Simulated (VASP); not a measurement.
# SiC (F-43m) in VASP: a series of runs

The runs below take SiC through G0W0 quasiparticle levels, with PBE.

All numbers are computed with VASP 6.6.1; they aren't measurements. Logs are shortened: lines on timing, memory, paths and dates and some standing lists are left out, and cuts for length are marked.

## (1) The cell of the first run

Symmetry: F-43m, No. 216, cubic system. The conventional cell has a = 4.358 Å, b = 4.358 Å, c = 4.358 Å, α = 90.00°, β = 90.00°, γ = 90.00°. Within 2.5 Å of Si (site symmetry -43m) lie 4 C at 1.89 Å. C (site symmetry -43m) has 4 Si at 1.89 Å within 2.5 Å.

## (2) G0W0 quasiparticle levels, PBE

POSCAR reads:

```
SiC
1.0
    0.0000000000      2.1790000000      2.1790000000
    2.1790000000      0.0000000000      2.1790000000
    2.1790000000      2.1790000000      0.0000000000
Si C
1 1
Direct
    0.0000000000      0.0000000000      0.0000000000
    0.2500000000      0.2500000000      0.2500000000
```

INCAR.step1 reads:

```
ALGO = Normal
EDIFF = 1E-8
ENCUT = 500
GGA = PE
ISMEAR = 0
LASPH = T
LCHARG = F
LREAL = F
LWAVE = T
NELM = 100
PREC = Accurate
SIGMA = 0.01
```

INCAR.step2 reads:

```
ALGO = Exact
EDIFF = 1E-8
ENCUT = 500
GGA = PE
ISMEAR = 0
ISTART = 1
LASPH = T
LCHARG = F
LOPTICS = T
LREAL = F
LWAVE = T
NBANDS = 1144
NELM = 1
PREC = Accurate
SIGMA = 0.01
```

INCAR.step3 reads:

```
ALGO = EVGW0
EDIFF = 1E-8
ENCUT = 500
ENCUTGW = 200
GGA = PE
ISMEAR = 0
ISTART = 1
LASPH = T
LCHARG = F
LREAL = F
LWAVE = F
NBANDS = 1144
NBANDSGW = 12
NELMGW = 1
NOMEGA = 48
PREC = Accurate
PRECFOCK = Fast
SIGMA = 0.01
```

KPOINTS reads:

```
k-points
0
Gamma
  2 2 2
```

Potentials or basis: VASP PAW PBE potentials, release 64 (Si_GW, C_GW).

Command:

```
cat potpaw_PBE.64/Si_GW/POTCAR potpaw_PBE.64/C_GW/POTCAR > POTCAR
cp INCAR.step1 INCAR
mpirun -np 1 vasp_std > vasp.out
cp INCAR.step2 INCAR
mpirun -np 1 vasp_std > vasp.out
cp INCAR.step3 INCAR
mpirun -np 1 vasp_std > vasp.out
```

OUTCAR:

```text
EDIFF = 1E-8
   ENCUT = 500
   ENCUTGW = 200
   GGA = PE
   ISMEAR = 0
   ISTART = 1
   LASPH = T
   LREAL = F
   NELMGW = 1
   PREC = Accurate
   PRECFOCK = Fast

 ion  position               nearest neighbor table
   1  0.000  0.000  0.000-   2 1.89   2 1.89   2 1.89   2 1.89
   2  0.250  0.250  0.250-   1 1.89   1 1.89   1 1.89   1 1.89

  LATTYP: Found a face centered cubic cell.
 ALAT       =     4.3580000000

  Lattice vectors:

 A1 = (   0.0000000000,   2.1790000000,   2.1790000000)
 A2 = (   2.1790000000,   0.0000000000,   2.1790000000)
 A3 = (   2.1790000000,   2.1790000000,   0.0000000000)

Analysis of symmetry for initial positions (statically):
=====================================================================
 Subroutine PRICEL returns:
 Original cell was already a primitive cell.

 Routine SETGRP: Setting up the symmetry group for a
 face centered cubic supercell.

 Subroutine GETGRP returns: Found 24 space group operations
 (whereof 24 operations were pure point group operations)
 out of a pool of 48 trial point group operations.

The static configuration has the point symmetry T_d .

Analysis of symmetry for dynamics (positions and initial velocities):
=====================================================================
 Subroutine PRICEL returns:
 Original cell was already a primitive cell.

 Routine SETGRP: Setting up the symmetry group for a
 face centered cubic supercell.

 Subroutine GETGRP returns: Found 24 space group operations
 (whereof 24 operations were pure point group operations)
 out of a pool of 48 trial point group operations.

The dynamic configuration has the point symmetry T_d .

 Subroutine INISYM returns: Found 24 space group operations
 (whereof 24 operations are pure point group operations),
 and found     1 'primitive' translations

----------------------------------------------------------------------------------------

                                     Primitive cell

  volume of cell :      20.6920

  direct lattice vectors                    reciprocal lattice vectors
     0.000000000  2.179000000  2.179000000    -0.229463056  0.229463056  0.229463056
     2.179000000  0.000000000  2.179000000     0.229463056 -0.229463056  0.229463056
     2.179000000  2.179000000  0.000000000     0.229463056  0.229463056 -0.229463056

  length of vectors
     3.081571352  3.081571352  3.081571352     0.397441672  0.397441672  0.397441672

  position of ions in fractional coordinates (direct lattice)
     0.000000000  0.000000000  0.000000000
     0.250000000  0.250000000  0.250000000

  ion indices of the primitive-cell ions
   primitive index   ion index
                 1           1
                 2           2

----------------------------------------------------------------------------------------

 KPOINTS: k-points

Automatic generation of k-mesh.
 Grid dimensions read from file:
 generate k-points for:    2    2    2

 Generating k-lattice:

  Cartesian coordinates                     Fractional coordinates (reciprocal lattice)
    -0.114731528  0.114731528  0.114731528     0.500000000  0.000000000  0.000000000
     0.114731528 -0.114731528  0.114731528     0.000000000  0.500000000  0.000000000
     0.114731528  0.114731528 -0.114731528     0.000000000  0.000000000  0.500000000

  Length of vectors
     0.198720836  0.198720836  0.198720836

  Shift w.r.t. Gamma in fractional coordinates (k-lattice)
     0.000000000  0.000000000  0.000000000

 Subroutine IBZKPT returns following result:
 ===========================================

 Found      3 irreducible k-points:

 Following reciprocal coordinates:
            Coordinates               Weight
  0.000000  0.000000  0.000000      1.000000
  0.500000  0.000000  0.000000      4.000000
  0.500000  0.500000  0.000000      3.000000
   k-points           NKPTS =      3   k-points in BZ     NKDIM =      8   number of bands    NBANDS=   1144
   number of dos      NEDOS =    301   number of ions     NIONS =      2
   total plane-waves  NPLWV =  13824
   dimension x,y,z NGX =    24 NGY =   24 NGZ =   24
   dimension x,y,z NGXF=    48 NGYF=   48 NGZF=   48
   ions per type =               1   1
   NGX,Y,Z   is equivalent  to a cutoff of  12.95, 12.95, 12.95 a.u.
   NGXF,Y,Z  is equivalent  to a cutoff of  25.90, 25.90, 25.90 a.u.
 SYSTEM =  unknown system
   PREC   = accura    normal or accurate (medium, high low for compatibility)
   ISTART =      1    job   : 0-new  1-cont  2-samecut
   ICHARG =      0    charge: 1-file 2-atom 10-const
   ISPIN  =      1    spin polarized calculation?
   LNONCOLLINEAR =      F non collinear calculations
   LSORBIT =      F    spin-orbit coupling
   LASPH  =      T    aspherical Exc in radial PAW
   ENCUT  =  500.0 eV  36.75 Ry    6.06 a.u.   5.62  5.62  5.62*2*pi/ulx,y,z
   NELM   =     60;   NELMIN=  2; NELMDL=  0     # of ELM steps
   EDIFF  = 0.1E-07   stopping-criterion for ELM
   LREAL  =      F    real-space projection
   EDIFFG = 0.1E-06   stopping-criterion for IOM
   NSW    =      0    number of steps for IOM
   IBRION =     -1    ionic relax: 0-MD 1-quasi-New 2-CG
   NFREE  =      0    steps in history (QN), initial steepest desc. (CG)
   ISIF   =      0    stress and relaxation
   ISYM   =      3    0-nonsym 1-usesym 2-fastsym
   POTIM  = 0.5000    time-step for ionic-motion
   TEBEG  =    0.0;   TEEND  =   0.0 temperature during run
   PSTRESS=    0.0 pullay stress
   NELECT =       8.0000    total number of electrons
   NUPDOWN=      -1.0000    fix difference up-down
   EMIN   =  10.00;   EMAX   =-10.00  energy-range for DOS
   EFERMI =   0.00;   METHOD = LEGACY
   ISMEAR =     0;   SIGMA  =   0.01  broadening in eV -4-tet -1-fermi 0-gaus
   EFERMI_NEDOS =   21; number of points for ismear=-14 and -15
   IALGO  =     38    algorithm
   IMIX   =      4    mixing-type and parameters
     AMIX     =   0.40;   BMIX     =  1.00
     AMIX_MAG =   1.60;   BMIX_MAG =  1.00
  volume/ion in A,a.u.               =      10.35        69.82
  Fermi-wavevector in a.u.,A,eV,Ry     =   1.192626  2.253736 19.352338  1.422357
  Thomas-Fermi vector in A             =   2.328660
   LORBIT       =      0    0 simple, 1 ext, 2 COOP (PROOUT), +10 PAW based schemes
   GGA     = PE    functional components
   LHFCALC =     T    Hartree Fock is set to
   PRECFOCK=fast      Normal, Fast or Accurate (Low or Medium for compatibility)
   ENCUT4O =  -1.0   cutoff for four orbital integrals eV
   NKREDX  =     1    reduce k-point grid by
   NKREDY  =     1    reduce k-point grid by
   NKREDZ  =     1    reduce k-point grid by
   AEXX    =    1.0000 exact exchange contribution
   HFSCREEN=    0.0000 screening length (either q_TF or 0.3 A-1)
   HFSCREENC=   0.0000 screening length for correlation (either q_TF or 0.3 A-1)
   ENCUTFOCK=  -1.0 apply spherical cutoff to Coloumb kernel
   IVDW    =     0    specifies the selected vdW correction
   LEPSILON=     F    determine dielectric tensor
   LRPA    =     F    only Hartree local field effects (RPA)
   LRPAFORCE           =     F    calculate RPA forces
   ENCUTGW             = 200.0    cutoff for response function in eV
   ENCUTGWSOFT         = 160.0    soft cutoff for Coulomb kernel in GW response function in eV
   ENCUTLF             =  -1.0    cutoff for local field effects
   NELMGW              =     1    number of iterations in solving QP/BSE equation
   NELMHF              =     1    number of iterations in the inner HF iteration
   NKREDLFX            =     1    NKREDLFY  =   1   NKREDLFZ  =   1
 non-spin polarized calculation
 Gauss-broadening in eV      SIGMA  =   0.01
  energy-cutoff  :      500.00
  volume of cell :       20.69
 maximum number of plane-waves:       544
 NGX is ok and might be reduce to    24
  NGX = 14; NGY = 14; NGZ = 14
   NGX = 11   NGY = 11   NGZ = 11
 maximum number of plane-waves:       138

 QP shifts <psi_nk| G(iteration)W_0 |psi_nk>: iteration 1
 for sc-GW calculations column KS-energies equals QP-energies in previous step
 and V_xc(KS)=  KS-energies - (<T + V_ion + V_H > + <T+V_H+V_ion>^1  + <V_x>^1)

 k-point   1 :       0.0000    0.0000    0.0000
  band No.  KS-energies  QP-energies   sigma(KS)   V_xc(KS)     V^pw_x(r,r')   Z            occupation Imag(sigma)

      1      -7.3380      -8.7659     -14.7014     -12.6184     -21.3543       0.6855       2.0000       0.9770
      2       8.3135       7.4783     -15.8995     -14.8289     -18.8161       0.7801       2.0000       0.1291
      3       8.3135       7.4783     -15.8995     -14.8289     -18.8161       0.7801       2.0000       0.1291
      4       8.3135       7.4783     -15.8995     -14.8289     -18.8161       0.7801       2.0000       0.1291
      5      14.4716      14.6489     -12.8380     -13.0634      -6.3706       0.7870       0.0000      -0.1857
      6      15.1513      15.3721     -11.1586     -11.4411      -5.0772       0.7814       0.0000      -0.1253
      7      15.1513      15.3721     -11.1586     -11.4411      -5.0772       0.7814       0.0000      -0.1253
      8      15.1513      15.3721     -11.1586     -11.4411      -5.0772       0.7814       0.0000      -0.1253
      9      22.3472      22.6779     -10.9793     -11.3701      -4.3303       0.8461       0.0000      -0.1654
     10      22.3472      22.6779     -10.9793     -11.3701      -4.3303       0.8461       0.0000      -0.1654
     11      24.3769      24.1840      -9.7434      -9.5153      -2.5991       0.8458       0.0000      -0.6490
     12      25.1518      25.0448     -10.1621     -10.0281      -2.7489       0.7980       0.0000      -0.6932

 k-point   2 :       0.5000    0.0000    0.0000
  band No.  KS-energies  QP-energies   sigma(KS)   V_xc(KS)     V^pw_x(r,r')   Z            occupation Imag(sigma)

      1      -3.6651      -5.1870     -15.7479     -13.7288     -21.4486       0.7538       2.0000       0.9636
      2      -0.5401      -1.7062     -13.3974     -11.8950     -17.5133       0.7762       2.0000       0.2956
      3       7.1998       6.2868     -15.5752     -14.4169     -18.6216       0.7882       2.0000       0.1276
      4       7.1998       6.2868     -15.5752     -14.4169     -18.6216       0.7882       2.0000       0.1276
      5      13.4657      13.5524     -12.0276     -12.1365      -5.9560       0.7969       0.0000      -0.1059
      6      15.0726      15.1823     -10.8080     -10.9435      -4.7408       0.8097       0.0000      -0.1353
      7      15.0726      15.1823     -10.8080     -10.9435      -4.7408       0.8097       0.0000      -0.1353
      8      18.1838      18.0734     -11.5409     -11.3930      -4.6597       0.7464       0.0000      -0.2728
      9      24.3522      24.4856     -11.3251     -11.4937      -4.0658       0.7909       0.0000      -0.5390
     10      25.1414      25.4845     -11.0366     -11.4696      -3.5104       0.7923       0.0000      -0.7040
     11      25.1414      25.4845     -11.0366     -11.4696      -3.5104       0.7923       0.0000      -0.7040
     12      28.2771      28.6694     -11.6966     -12.1846      -4.3722       0.8039       0.0000      -0.5226

 k-point   3 :       0.5000    0.5000    0.0000
  band No.  KS-energies  QP-energies   sigma(KS)   V_xc(KS)     V^pw_x(r,r')   Z            occupation Imag(sigma)

      1      -2.1456      -3.5921     -16.0022     -14.2374     -21.5509       0.8197       2.0000       1.0829
      2       0.2166      -0.9209     -13.8997     -12.4200     -18.0020       0.7687       2.0000       0.2213
      3       4.9554       3.9391     -14.7513     -13.4480     -18.0643       0.7798       2.0000       0.1309
      4       4.9554       3.9391     -14.7513     -13.4480     -18.0643       0.7798       2.0000       0.1309
      5       9.2508       9.0550     -10.5312     -10.2857      -5.0882       0.7978       0.0000      -0.0832
      6      12.2235      12.1755     -10.6810     -10.6224      -5.0161       0.8188       0.0000      -0.0943
      7      22.1307      22.4743     -12.3692     -12.8135      -4.7278       0.7735       0.0000      -0.5060
      8      22.1307      22.4743     -12.3692     -12.8135      -4.7278       0.7735       0.0000      -0.5060
      9      23.1815      23.7437     -13.4390     -14.1375      -6.0009       0.8049       0.0000      -0.4892
     10      27.8744      28.2079     -10.6685     -11.0979      -2.8467       0.7765       0.0000      -0.7796
     11      30.1164      30.6076     -12.1651     -12.7827      -4.6705       0.7953       0.0000      -0.4890
     12      30.1164      30.6076     -12.1651     -12.7827      -4.6705       0.7953       0.0000      -0.4890
```

Wall time 29 s (1 thread of Intel Xeon Platinum 8259CL at 2.50GHz (Skylake/Cascade Lake), shared host); peak memory 0.29 GiB.

What came out:

| Item | Value |
| --- | --- |
| Quasiparticle gap | 1.58 eV |
| Least direct quasiparticle gap | 5.12 eV |
| Band gap of the starting levels on the mesh | 0.94 eV |
| Least direct gap of the starting levels on the mesh | 4.30 eV |

Caveat: the k points lie up to 1.25 Å⁻¹ apart, too coarse for converged energies, forces and pressures; bands, screening cutoff and mesh are small and nothing is extrapolated, so the quasiparticle values aren't converged.

(Part 1 of 3 ends here.)
